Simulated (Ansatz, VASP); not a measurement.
MgO: VASP beside Ansatz

```
CELL_PARAMETERS angstrom
6.01776 0.00000 0.00000
0.00000 4.24806 0.00000
0.00000 0.00000 3.00967
ATOMIC_POSITIONS crystal
Mg 0.75000 0.00000 0.49999
Mg 0.00000 0.50000 0.00000
Mg 0.25000 0.00000 0.50001
Mg 0.50000 0.50000 0.00000
O 0.75000 0.50000 0.50000
O 0.00000 0.00000 0.00000
O 0.25000 0.50000 0.50000
O 0.50000 0.00000 0.00000
```

Alike in both runs: functional PBE; k mesh 4 × 6 × 6; occupations gaussian, width 0.1 eV; no spin polarisation.

Ansatz relaxed the structure, and its values are those at the end. VASP's run is a single point on that final structure, the one shown.

|  | VASP | Ansatz |
| --- | --- | --- |
| version | VASP 6.6.1 | Ansatz 0.2.0 |
| potentials or method | VASP PAW PBE potentials, release 64 (Mg, O), cutoff 520 eV | scalar-relativistic, plane waves, PAW |
| valence electrons in the cell | 32 | 64 |

```csv
,VASP,Ansatz,Ansatz less VASP
gap on the k mesh at the Fermi level (eV),4.45,4.46,+0.017
least direct gap on the mesh (eV),4.45,4.46,+0.017
pressure (GPa),-0.7,0.1,+0.73
```

With one functional, cell and mesh, what is left measures potentials, basis and numerics. VASP's potentials hold 32 valence electrons a cell and Ansatz's 64, so a difference there can come from the potentials and not from the codes.
